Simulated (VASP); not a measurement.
Wanted: the native input for a VASP 6.6.1 run.

```
Task                   : electric field gradients
Functional             : PBE
Potentials or basis    : VASP PAW PBE potentials, release 64 (Mn_pv, Si)
Cutoff                 : 520 eV
k mesh                 : 6 × 6 × 6
Occupations            : fermi-dirac, width 0.02 eV
Spin                   : collinear spin, ferromagnetic start
Starting moments       : [3.0, 3.0, 3.0, 3.0, 0.0, 0.0, 0.0, 0.0] μB
Dipole correction      : no
Further INCAR settings : ALGO = Normal; EDIFF = 1e-08; NBANDS = 48
```

The structure of MnSi lies in POSCAR:

```
MnSi
1.0
    4.5561300000      0.0000000000      0.0000000000
    0.0000000000      4.5561300000      0.0000000000
    0.0000000000      0.0000000000      4.5561300000
Mn Si
4 4
Direct
    0.1383000000      0.1383000000      0.1383000000
    0.3617000000      0.8617000000      0.6383000000
    0.6383000000      0.3617000000      0.8617000000
    0.8617000000      0.6383000000      0.3617000000
    0.8461000000      0.8461000000      0.8461000000
    0.6539000000      0.1539000000      0.3461000000
    0.3461000000      0.6539000000      0.1539000000
    0.1539000000      0.3461000000      0.6539000000
```

One way to write it, as run:

INCAR

```
  ALGO = Normal
  EDIFF = 1E-8
  ENCUT = 520
  GGA = PE
  ISIF = 2
  ISMEAR = -1
  ISPIN = 2
  LASPH = T
  LCHARG = F
  LEFG = T
  LMAXMIX = 4
  LORBIT = 11
  LREAL = F
  LWAVE = F
  MAGMOM = 3 3 3 3 0 0 0 0
  NBANDS = 48
  NELM = 150
  PREC = Accurate
  SIGMA = 0.02
```

KPOINTS

```
k-points
0
Gamma
  6 6 6
```

Potentials or basis: VASP PAW PBE potentials, release 64 (Mn_pv, Si).

The run is started by

```bash
$ cat potpaw_PBE.64/Mn_pv/POTCAR potpaw_PBE.64/Si/POTCAR > POTCAR
$ mpirun -np 1 vasp_std > vasp.out
```

Results of the run:

```yaml
Pressure: -5.5 GPa
Largest_force: 0.285 eV/Å
Band_gap_on_the_k_mesh: zero (filled and empty bands overlap)
Net_moment: 4.00 μB per cell
Site_moments: Mn +1.07; Si -0.05 μB
Valence_electrons_inside_the_program's_atomic_spheres: Mn 11.96; Si 1.63
```

Caveat: without QUAD_EFG the Cq values of the log hold for a quadrupole moment of 1 mb, not for the nuclei.

Wall time 2.6 min on 1 thread of Intel(R) Xeon(R) Platinum 8488C (Sapphire Rapids), on a shared host, peak memory 0.33 GiB.
